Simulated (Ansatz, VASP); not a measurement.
HRh6: VASP beside Ansatz

File INCAR:

```
ALGO = Normal
DIPOL = 0.5 0.5 0.299
EDIFF = 1E-6
ENCUT = 520
GGA = PE
IDIPOL = 3
ISIF = 2
ISMEAR = 0
LASPH = True
LCHARG = True
LDIPOL = True
LELF = True
LREAL = False
LVACPOTAV = True
LVHAR = True
LWAVE = False
NBANDS = 104
NELM = 80
PREC = Accurate
SIGMA = 0.1
```

KPOINTS

```
k-points
0
Gamma
  6 6 1
```

File POSCAR:

```
HRh6
1.0
    5.4165863251      0.0000000000      0.0000000000
   -2.7082931626      4.6909013593      0.0000000000
    0.0000000000      0.0000000000     22.2966119230
Rh H
12 2
Direct
    0.3333333333      0.1666666667      0.1793994538
    0.3333333333      0.6666666667      0.1793994538
    0.8333333333      0.1666666667      0.1793994538
    0.8333333333      0.6666666667      0.1793994538
    0.1666666667      0.3333333333      0.2757769167
    0.1666666667      0.8333333333      0.2757769167
    0.6666666667      0.3333333333      0.2757769167
    0.6666666667      0.8333333333      0.2757769167
    0.0000000000      0.0000000000      0.3721019118
    0.0000000000      0.5000000000      0.3721019118
    0.5000000000      0.0000000000      0.3721019118
    0.5000000000      0.5000000000      0.3721019118
    0.1514581709      0.3029163418      0.4353402192
    0.3485418291      0.6970836582      0.4353402192
```

Input for Ansatz:

```yaml
crystal:
  lattice:
    - [5.4165863251, 0.0, 0.0]
    - [-2.7082931626, 4.6909013593, 0.0]
    - [0.0, 0.0, 22.296611923]
  atoms:
    - { symbol: Rh, position: [0.3333333333, 0.1666666667, 0.1793994538] }
    - { symbol: Rh, position: [0.3333333333, 0.6666666667, 0.1793994538] }
    - { symbol: Rh, position: [0.8333333333, 0.1666666667, 0.1793994538] }
    - { symbol: Rh, position: [0.8333333333, 0.6666666667, 0.1793994538] }
    - { symbol: Rh, position: [0.1666666667, 0.3333333333, 0.2757769167] }
    - { symbol: Rh, position: [0.1666666667, 0.8333333333, 0.2757769167] }
    - { symbol: Rh, position: [0.6666666667, 0.3333333333, 0.2757769167] }
    - { symbol: Rh, position: [0.6666666667, 0.8333333333, 0.2757769167] }
    - { symbol: Rh, position: [0.0, 0.0, 0.3721019118] }
    - { symbol: Rh, position: [0.0, 0.5, 0.3721019118] }
    - { symbol: Rh, position: [0.5, 0.0, 0.3721019118] }
    - { symbol: Rh, position: [0.5, 0.5, 0.3721019118] }
    - { symbol: H, position: [0.1514581709, 0.3029163418, 0.4353402192] }
    - { symbol: H, position: [0.3485418291, 0.6970836582, 0.4353402192] }
basis:
  ecutwfc: 420
kpoints:
  mp_grid: { grid: [6, 6, 1] }
hamiltonian:
  xc: pbe
  pseudopotentials: { kind: paw, azcp: { folder: soft_1 } }
scf:
  occupations: { method: gaussian, width: 0.1 }
output:
  forces: true
  eigenvalues: true
efield:
  axis: 3
  dipole_correction: true
  ramp_width: 0.04
```

Alike in both runs: task single point; functional PBE; k mesh 6 × 6 × 1; occupations gaussian, width 0.1 eV; no spin polarisation.

|  | VASP | Ansatz |
| --- | --- | --- |
| version | VASP 6.6.1 | Ansatz 0.2.0 |
| potentials or method | VASP PAW PBE potentials, release 64 (Rh_pv, H), cutoff 520 eV | scalar-relativistic, plane waves, PAW |
| valence electrons in the cell | 182 | 206 |

```csv
,VASP,Ansatz,Ansatz less VASP
gap on the k mesh at the Fermi level (eV),none,none,-
rms of the force components (eV/Å),0.431,0.431,0.0000
"work function, face that differs most (eV)",5.15,5.15,-0.001
```

Atom by atom the forces differ by 0.001 eV/Å (rms over components). A gap of «none» marks a metal or a gap that the smearing closes. With one functional, cell and mesh, what is left measures potentials, basis and numerics. VASP's potentials hold 182 valence electrons a cell and Ansatz's 206, so a difference there can come from the potentials and not from the codes.
